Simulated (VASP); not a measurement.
The system is Tl2Pb.

```
CELL_PARAMETERS angstrom
0.00000 3.87471 3.87471
3.87471 0.00000 3.87471
3.87471 3.87471 0.00000
ATOMIC_POSITIONS crystal
Tl 0.25000 0.25000 0.25000
Tl 0.75000 0.75000 0.75000
Pb 0.00000 0.00000 0.00000
```

- Program: VASP 6.6.1
- Task: relaxation of cell and atoms
- Functional: PBE
- Potentials or basis: VASP PAW PBE potentials, release 64 (Tl_d, Pb_d)
- Cutoff: 600 eV
- k mesh: 10 × 10 × 10
- Occupations: gaussian, width 0.1 eV
- Spin: no spin polarisation

At the start: pressure -1.4 GPa; volume 38.78 Å³/atom.

Question: How do energy, volume and symmetry change on relaxing?

Answer: Over 3 steps the energy falls by 10.6 meV/atom and the volume is 36.46 Å³/atom (-6.0 %); space group Fm-3m (No. 225, to 0.05 Å).

Step by step:
```tsv
step	energy change (eV)	largest force (eV/Å)	pressure (GPa)	volume (Å³)
1	0.0000	0.0000	-1.35	116.34
2	-0.0299	0.0000	-0.36	110.92
3	-0.0317	0.0000	-0.01	109.37
```

Final structure:
```yaml
crystal:
  lattice:
    - [0.00000, 3.79570, 3.79570]
    - [3.79570, 0.00000, 3.79570]
    - [3.79570, 3.79570, 0.00000]
  atoms:
    - { symbol: Tl, position: [0.25000, 0.25000, 0.25000] }
    - { symbol: Tl, position: [0.75000, 0.75000, 0.75000] }
    - { symbol: Pb, position: [0.00000, 0.00000, 0.00000] }
```
